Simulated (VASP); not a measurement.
LiH (rock salt type), 2 atoms in the cell. It takes space group Fm-3m (No. 225, cubic). The conventional cell has a = 4.073 Å, b = 4.073 Å, c = 4.073 Å, α = 90.00°, β = 90.00°, γ = 90.00°. Li (site symmetry m-3m) has 6 H at 2.04 Å within 2.7 Å. H (site symmetry m-3m) has 6 Li at 2.04 Å within 2.7 Å. 

```yaml
Program: VASP 6.6.1
Task: single point
Functional: HSE06
Potentials_or_basis: VASP PAW PBE potentials, release 64 (Li_sv, H)
Cutoff: 520 eV
k_mesh: 4 × 4 × 4
Occupations: fermi-dirac, width 0.05 eV
Spin: no spin polarisation
Dipole_correction: no
Grid_for_exact_exchange_PRECFOCK: Normal
Further_INCAR_settings: ALGO = Normal; EDIFF = 1e-07; NBANDS = 9
Share_of_exact_exchange: 0.25
Screening_parameter: 0.2079 1/Å
```

Potentials or basis: VASP PAW PBE potentials, release 64 (Li_sv, H).

Run with:

```console
$ cat potpaw_PBE.64/Li_sv/POTCAR potpaw_PBE.64/H/POTCAR > POTCAR
$ cp INCAR.step1 INCAR
$ mpirun -np 1 vasp_std > vasp.out
$ cp INCAR.step2 INCAR
$ mpirun -np 1 vasp_std > vasp.out
```

Hardware: 1 thread of Intel Xeon 8259CL, with other jobs on the host.

Q: Estimate the wall time of this run.

A: It took 51 s on 1 thread of Intel Xeon 8259CL (shared host), peak memory 0.23 GiB. Counts: k points 8.
